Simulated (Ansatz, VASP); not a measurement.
## Pb: VASP beside Ansatz

```
CELL_PARAMETERS angstrom
0.00000 2.47502 2.47502
2.47502 0.00000 2.47502
2.47502 2.47502 0.00000
ATOMIC_POSITIONS crystal
Pb 0.00000 0.00000 0.00000
```

Alike in both runs: task relaxation of cell and atoms; functional PBE; k mesh 14 × 14 × 14; occupations gaussian, width 0.1 eV; no spin polarisation.

|  | VASP | Ansatz |
| --- | --- | --- |
| version | VASP 6.6.1 | Ansatz 0.2.0 |
| potentials or method | VASP PAW PBE potentials, release 64 (Pb_d), cutoff 600 eV | scalar-relativistic, plane waves, PAW |
| valence electrons in the cell | 14 | 14 |

|  | VASP | Ansatz | Ansatz less VASP |
| --- | --- | --- | --- |
| gap on the k mesh at the Fermi level, each at its own relaxed structure (eV) | none | none | - |
| relaxed volume (Å³/atom) | 32.00 | 32.03 | +0.029 |
| relaxed cell length with the largest relative difference (Å) | 3.564 | 3.565 | +0.0011 |

A gap of «none» marks a metal or a gap that the smearing closes.

Spin-orbit coupling is off throughout.
